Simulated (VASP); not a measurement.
# Y8Si16H (a cell with a defect) in VASP: single point with PBEsol

Aim: the single point of Y8Si16H (a cell with a defect) with PBEsol.

Program: VASP 6.6.1. These are calculated values, not measurements. Logs are shortened: lines on timing, memory, paths and dates and some standing lists are left out, and cuts for length are marked.

**1. The cell of the first run**

The cell holds a defect, 25 atoms: a = 7.700 Å, b = 6.668 Å, c = 8.280 Å, α = 90.00°, β = 90.00°, γ = 90.00°.

**2. Single point, PBEsol**

Input file INCAR:

```
PREC = Accurate ; ENCUT = 520
EDIFF = 1E-7 ; ISMEAR = -1
SIGMA = 0.05 ; LREAL = Auto
LASPH = T ; NELM = 60
ALGO = Normal ; ISIF = 2
LWAVE = F ; LCHARG = T
GGA = PS ; LELF = T
LVHAR = T ; NBANDS = 94
```

Input file KPOINTS:

```
Automatic mesh
0
Gamma
  2 3 2
```

Input file POSCAR:

```
Y8Si16H
1.0
   -3.8500000000     -6.6683960000      0.0000000000
    5.7750000000     -3.3341980000      0.0000000000
    0.0000000000      0.0000000000      8.2800000000
Y Si H
8 16 1
Direct
    0.7505810996      0.4999479831     -0.0009281706
    0.7431741547      0.4973269003      0.5017072522
    0.4978849852     -0.0092011346     -0.0012381695
    0.4990418054      0.0072660874      0.5017158542
    0.2457479415      0.4991020613     -0.0010799619
    0.2553489285      0.4963769277      0.5015273019
   -0.0019893199     -0.0007133126      0.0004444369
   -0.0009103059      0.0024164901      0.5003720940
    0.4983009663      0.3300506876      0.2202048261
    0.4990357398      0.6637833296      0.2626952977
    0.4982276486      0.3283759870      0.7689604600
    0.4990236222      0.6630691851      0.7503258560
    0.2496183695      0.8304866018      0.2399276967
    0.2486938776      0.1663630760      0.2589146780
    0.2501427608      0.8308068009      0.7460586832
    0.2471345687      0.1659951996      0.7533882731
   -0.0010176902      0.3340236027      0.2411485609
   -0.0017013752      0.6685661552      0.2631738577
   -0.0009505898      0.3357918080      0.7433835375
   -0.0017713194      0.6699398402      0.7550126286
    0.7476189703      0.8319416839      0.2399805253
    0.7487494527      0.1677888630      0.2591006664
    0.7471038649      0.8323712478      0.7461808721
    0.7502925216      0.1674936128      0.7534605830
    0.4992313225      0.3332207160      0.5043555607
```

Potentials or basis: VASP PAW PBE potentials, release 64 (Y_sv, Si, H).

The run is started by

```console
> cat potpaw_PBE.64/Y_sv/POTCAR potpaw_PBE.64/Si/POTCAR potpaw_PBE.64/H/POTCAR > POTCAR
> mpirun -np 1 vasp_std > vasp.out
```

OUTCAR:

```text
PREC = Accurate
   ENCUT = 520
   EDIFF = 1E-7
   ISMEAR = -1
   LREAL = Auto
   LASPH = T
   NELM = 60
   ISIF = 2
   GGA = PS

 ion  position               nearest neighbor table
   1  0.751  0.500  0.999-   9 2.90  11 2.95  21 2.98  17 2.98  20 3.00  24 3.01  12 3.03  23 3.05
                            19 3.06  22 3.09  18 3.11  10 3.12   3 3.81   5 3.81   7 3.84   7 3.84
   2  0.743  0.497  0.502-  25 2.17  10 2.95  22 2.98  12 3.00  19 3.01  18 3.01  23 3.01  24 3.03
                            20 3.10  21 3.11  17 3.12  11 3.12   9 3.20   6 3.76   4 3.77   8 3.84
   3  0.498  0.991  0.999-   9 2.91  11 2.95  13 2.96  21 2.97  12 3.00  15 3.03  23 3.03  16 3.04
                            24 3.05  10 3.09  14 3.11  22 3.13   1 3.81   5 3.81   7 3.85   7 3.85
   4  0.499  0.007  0.502-  25 2.17  22 2.98  14 2.98  23 3.02  15 3.03  10 3.03  16 3.04  24 3.04
                            11 3.08  12 3.08  21 3.12  13 3.13   9 3.17   6 3.76   2 3.77   8 3.85
   5  0.246  0.499  0.999-   9 2.90  11 2.95  17 2.97  13 2.98  20 3.00  16 3.01  12 3.04  19 3.04
                            15 3.05  14 3.09  18 3.11  10 3.13   3 3.81   1 3.81   7 3.84   7 3.84
   6  0.255  0.496  0.502-  25 2.17  10 2.95  14 2.98  12 3.00  19 3.01  15 3.01  18 3.02  16 3.03
                            11 3.11  13 3.11  20 3.11  17 3.12   9 3.19   2 3.76   4 3.76   8 3.84
   7  0.998  0.999  0.000-  21 2.98  13 2.99  20 2.99  17 2.99  24 3.01  16 3.02  23 3.07  15 3.08
                            22 3.09  14 3.09  19 3.09  18 3.10   1 3.84   5 3.84   5 3.84   1 3.84
   8  0.999  0.002  0.500-  18 2.97  14 2.98  22 2.99  19 3.00  15 3.03  23 3.03  16 3.04  24 3.05
                            20 3.06  17 3.08  13 3.11  21 3.11   6 3.84   2 3.84   4 3.85   4 3.85
   9  0.498  0.330  0.220-  14 2.23  22 2.23  10 2.25   1 2.90   5 2.90   3 2.91   4 3.17   6 3.19
[... 16 lines left out ...]
                             2 3.12
  18  0.998  0.669  0.263-  13 2.22  21 2.22  17 2.24   8 2.97   2 3.01   6 3.02   7 3.10   1 3.11
                             5 3.11
  19  0.999  0.336  0.743-  24 2.22  16 2.22  20 2.23   8 3.00   2 3.01   6 3.01   5 3.04   1 3.06
                             7 3.09
  20  0.998  0.670  0.755-  23 2.22  15 2.22  19 2.23   7 2.99   1 3.00   5 3.00   8 3.06   2 3.10
                             6 3.11
  21  0.748  0.832  0.240-  18 2.22  10 2.23  22 2.25   3 2.97   1 2.98   7 2.98   2 3.11   8 3.11
                             4 3.12
  22  0.749  0.168  0.259-  17 2.23   9 2.23  21 2.25   2 2.98   4 2.98   8 2.99   7 3.09   1 3.09
                             3 3.13
  23  0.747  0.832  0.746-  20 2.22  12 2.22  24 2.24   2 3.01   4 3.02   3 3.03   8 3.03   1 3.05
                             7 3.07
  24  0.750  0.167  0.753-  11 2.22  19 2.22  23 2.24   1 3.01   7 3.01   2 3.03   4 3.04   8 3.05
                             3 3.05
  25  0.499  0.333  0.504-   6 2.17   4 2.17   2 2.17

  LATTYP: Found a simple orthorhombic cell.
 ALAT       =     6.6683957069
 B/A-ratio  =     1.1547005722
 C/A-ratio  =     1.2416779633

  Lattice vectors:

 A1 = (  -5.7750000000,   3.3341980000,   0.0000000000)
 A2 = (  -3.8500000000,  -6.6683960000,   0.0000000000)
 A3 = (   0.0000000000,   0.0000000000,   8.2800000000)

Analysis of symmetry for initial positions (statically):
=====================================================================
 Subroutine PRICEL returns:
 Original cell was already a primitive cell.

 Routine SETGRP: Setting up the symmetry group for a
 simple orthorhombic supercell.

 Subroutine GETGRP returns: Found  1 space group operations
 (whereof  1 operations were pure point group operations)
 out of a pool of  8 trial point group operations.

The static configuration has the point symmetry C_1 .

Analysis of symmetry for dynamics (positions and initial velocities):
=====================================================================
 Subroutine PRICEL returns:
 Original cell was already a primitive cell.

 Routine SETGRP: Setting up the symmetry group for a
 simple orthorhombic supercell.

 Subroutine GETGRP returns: Found  1 space group operations
 (whereof  1 operations were pure point group operations)
 out of a pool of  8 trial point group operations.

The dynamic configuration has the point symmetry C_1 .

 Subroutine INISYM returns: Found  1 space group operations
 (whereof  1 operations are pure point group operations),
 and found     1 'primitive' translations

----------------------------------------------------------------------------------------

                                     Primitive cell

  volume of cell :     425.1503

  direct lattice vectors                    reciprocal lattice vectors
    -3.850000000 -6.668396000  0.000000000    -0.064935065 -0.112470825  0.000000000
     5.775000000 -3.334198000  0.000000000     0.129870130 -0.074980550  0.000000000
[... 72 lines left out ...]
     0.043290043 -0.024993517  0.000000000     0.000000000  0.333333333  0.000000000
     0.000000000  0.000000000  0.060386473     0.000000000  0.000000000  0.500000000

  Length of vectors
     0.064935062  0.049987036  0.060386473

  Shift w.r.t. Gamma in fractional coordinates (k-lattice)
     0.000000000  0.000000000  0.000000000

 Subroutine IBZKPT returns following result:
 ===========================================

 Found      8 irreducible k-points:

 Following reciprocal coordinates:
            Coordinates               Weight
  0.000000  0.000000  0.000000      1.000000
  0.500000  0.000000  0.000000      1.000000
  0.000000  0.333333  0.000000      2.000000
  0.500000  0.333333  0.000000      2.000000
  0.000000  0.000000  0.500000      1.000000
  0.500000  0.000000  0.500000      1.000000
  0.000000  0.333333  0.500000      2.000000
  0.500000  0.333333  0.500000      2.000000
   k-points           NKPTS =      8   k-points in BZ     NKDIM =      8   number of bands    NBANDS=     94
   number of dos      NEDOS =    301   number of ions     NIONS =     25
   total plane-waves  NPLWV = 192000
   dimension x,y,z NGX =    60 NGY =   50 NGZ =   64
   dimension x,y,z NGXF=   120 NGYF=  100 NGZF=  128
   ions per type =               8  16   1
   NGX,Y,Z   is equivalent  to a cutoff of  12.95, 12.47, 12.85 a.u.
   NGXF,Y,Z  is equivalent  to a cutoff of  25.91, 24.93, 25.70 a.u.
 SYSTEM =  unknown system
   PREC   = accura    normal or accurate (medium, high low for compatibility)
   ISTART =      0    job   : 0-new  1-cont  2-samecut
   ICHARG =      2    charge: 1-file 2-atom 10-const
   ISPIN  =      1    spin polarized calculation?
   LNONCOLLINEAR =      F non collinear calculations
   LSORBIT =      F    spin-orbit coupling
   LASPH  =      T    aspherical Exc in radial PAW
   ENCUT  =  520.0 eV  38.22 Ry    6.18 a.u.  14.32 12.40 15.40*2*pi/ulx,y,z
   NELM   =     60;   NELMIN=  2; NELMDL= -5     # of ELM steps
   EDIFF  = 0.1E-06   stopping-criterion for ELM
   LREAL  =      T    real-space projection
   EDIFFG = 0.1E-05   stopping-criterion for IOM
   NSW    =      0    number of steps for IOM
   IBRION =     -1    ionic relax: 0-MD 1-quasi-New 2-CG
   NFREE  =      0    steps in history (QN), initial steepest desc. (CG)
   ISIF   =      2    stress and relaxation
   ISYM   =      2    0-nonsym 1-usesym 2-fastsym
   POTIM  = 0.5000    time-step for ionic-motion
   TEBEG  =    0.0;   TEEND  =   0.0 temperature during run
   PSTRESS=    0.0 pullay stress
   NELECT =     153.0000    total number of electrons
   NUPDOWN=      -1.0000    fix difference up-down
   EMIN   =  10.00;   EMAX   =-10.00  energy-range for DOS
   EFERMI =   0.00;   METHOD = LEGACY
   ISMEAR =    -1;   SIGMA  =   0.05  broadening in eV -4-tet -1-fermi 0-gaus
   EFERMI_NEDOS =   21; number of points for ismear=-14 and -15
   IALGO  =     38    algorithm
   IMIX   =      4    mixing-type and parameters
     AMIX     =   0.40;   BMIX     =  1.00
     AMIX_MAG =   1.60;   BMIX_MAG =  1.00
  volume/ion in A,a.u.               =      17.01       114.76
  Fermi-wavevector in a.u.,A,eV,Ry     =   1.164460  2.200510 18.449045  1.355967
  Thomas-Fermi vector in A             =   2.300997
   LORBIT       =      0    0 simple, 1 ext, 2 COOP (PROOUT), +10 PAW based schemes
   GGA     = PS    functional components
   LHFCALC =     F    Hartree Fock is set to
   AEXX    =    0.0000 exact exchange contribution
   IVDW    =     0    specifies the selected vdW correction
   LEPSILON=     F    determine dielectric tensor
   LRPA    =     F    only Hartree local field effects (RPA)
 non-spin polarized calculation
  energy-cutoff  :      520.00
  volume of cell :      425.15
 maximum number of plane-waves:     11474
 NGX is ok and might be reduce to    60
   NGX = 29   NGY = 25   NGZ = 31

 number of electron     153.0000000 magnetization

 Free energy of the ion-electron system (eV)
  ---------------------------------------------------
  ext. energy  EPLUGINS =         0.00000000
  ---------------------------------------------------
  free energy    TOTEN  =      -162.69947915 eV

  energy without entropy =     -162.62726497  energy(sigma->0) =     -162.66337206

 E-fermi :   7.8018     XC(G=0): -10.9848

 val. band max:        7.7469389561   @ k =   0.0000   0.0000   0.0000
 cond. band min:       7.8407976983   @ k =   0.0000   0.3333   0.0000
 fundamental gap:      0.0938587422
 Fermi energy:         7.8017954811

 k-point     1 :       0.0000    0.0000    0.0000
  band No.  band energies     occupation
      1     -34.7286      2.00000
      2     -34.7219      2.00000
      3     -34.7010      2.00000
      4     -34.6631      2.00000
      5     -34.6564      2.00000
      6     -34.6539      2.00000
[... 717 lines left out ...]
     87       9.7392      0.00000
     88       9.7557      0.00000
 [bands above 88 left out]

------------------------ aborting loop because EDIFF is reached ----------------------------------------

  FORCE on cell =-STRESS in cart. coord.  units (eV):
  Direction    XX          YY          ZZ          XY          YZ          ZX
  --------------------------------------------------------------------------------------
  -------------------------------------------------------------------------------------
  Total       35.0598237     36.2772331     -2.7432619      0.9136427     -0.3748808      0.6716265
  in kB      132.1228296    136.7106330    -10.3379732      3.4430596     -1.4127369      2.5310224
  external PRESSURE =      86.1651631 kB  Pullay stress =       0.0000000 kB

 VOLUME and BASIS-vectors are now :
 -----------------------------------------------------------------------------
  energy-cutoff  :      520.00
  volume of cell :      425.15
      direct lattice vectors                 reciprocal lattice vectors
    -3.850000000 -6.668396000  0.000000000    -0.064935065 -0.112470825  0.000000000
     5.775000000 -3.334198000  0.000000000     0.129870130 -0.074980550  0.000000000
     0.000000000  0.000000000  8.280000000     0.000000000  0.000000000  0.120772947

 POSITION                                       TOTAL-FORCE (eV/Angst)
 -----------------------------------------------------------------------------------
     -0.00254     -6.67210      8.27231         0.009758     -0.006956     -0.001276
      0.01084     -6.61397      4.15414        -0.012005      0.002268     -0.018440
      3.80501     -6.62361      8.26975         0.014306     -0.019621     -0.010706
     -1.87935     -3.35203      4.15421        -0.005713      0.005126     -0.018482
      1.93618     -3.30285      8.27106         0.009821     -0.017052     -0.003589
      1.88348     -3.35779      4.15265        -0.002464      0.011082     -0.018958
[... 17 lines left out ...]
     -1.92135     -5.56170      6.23865        -0.012541     -0.004072      0.018972
      0.00231     -4.44010      4.17606         0.002210      0.001105      0.039014
 -----------------------------------------------------------------------------------
    total drift:                                0.005086      0.006331      0.013808

  FREE ENERGIE OF THE ION-ELECTRON SYSTEM (eV)
  ---------------------------------------------------
  free  energy   TOTEN  =      -162.6994791457 eV

  energy  without entropy=     -162.6272649732  energy(sigma->0) =     -162.66337206
```

It took 17 min on 1 thread of Oxide Virtual Turin-like, shared host; peak memory 0.54 GiB.

What came out:

| Item | Value |
| --- | --- |
| Free energy | -162.6995 eV |
| Pressure | 8.6 GPa |
| Largest force | 0.039 eV/Å |
| Band gap on the k mesh | zero (an odd number of electrons rules out a gap without spin polarisation) |

Forces in eV/Å, atoms in the order of the input:
```
Y    0.010 -0.007 -0.001
Y   -0.012  0.002 -0.018
Y    0.014 -0.020 -0.011
Y   -0.006  0.005 -0.018
Y    0.010 -0.017 -0.004
Y   -0.002  0.011 -0.019
Y    0.007 -0.016  0.001
Y   -0.004  0.008 -0.006
Si  -0.006  0.000  0.010
Si   0.005  0.003 -0.006
Si  -0.004 -0.015 -0.022
Si   0.011  0.001  0.024
Si   0.001 -0.011  0.010
Si   0.004  0.001 -0.007
Si   0.009 -0.003 -0.008
Si   0.005  0.032  0.016
Si  -0.002  0.002  0.003
Si  -0.018  0.008 -0.005
Si   0.005 -0.004  0.002
Si  -0.021  0.010  0.004
Si   0.004  0.009  0.008
Si   0.003  0.005 -0.006
Si  -0.002 -0.002 -0.005
Si  -0.013 -0.004  0.019
H    0.002  0.001  0.039
```

Stress tensor (GPa, compression positive):
```
13.21  0.34  0.25
 0.34 13.67 -0.14
 0.25 -0.14 -1.03
```

Levels at points of the mesh, in eV from the Fermi level:
```csv
k point,band 74,band 75,band 76,band 77,band 78,band 79,band 80,band 81
"(0.00, 0.00, 0.00)",-0.83,-0.31,-0.14,-0.05,0.29,0.32,0.47,0.52
"(0.50, 0.00, 0.00)",0.04,0.08,0.13,0.34,0.64,0.68,0.69,0.75
"(0.00, 0.00, 0.50)",-0.32,-0.30,-0.23,-0.21,0.12,0.31,0.42,0.75
"(0.50, 0.00, 0.50)",-0.53,-0.48,-0.38,0.73,1.25,1.27,1.27,1.31
```

Caveat: the k points lie up to 0.41 Å⁻¹ apart, too coarse for converged energies and pressures of a metal; the PAW data sets were made with another functional, which shifts forces and pressure a little; an odd number of electrons without spin polarisation forces a metal; a magnetic or distorted state may lie lower.

The gap in the log of VASP goes by the Fermi energy; the results here count the filled bands.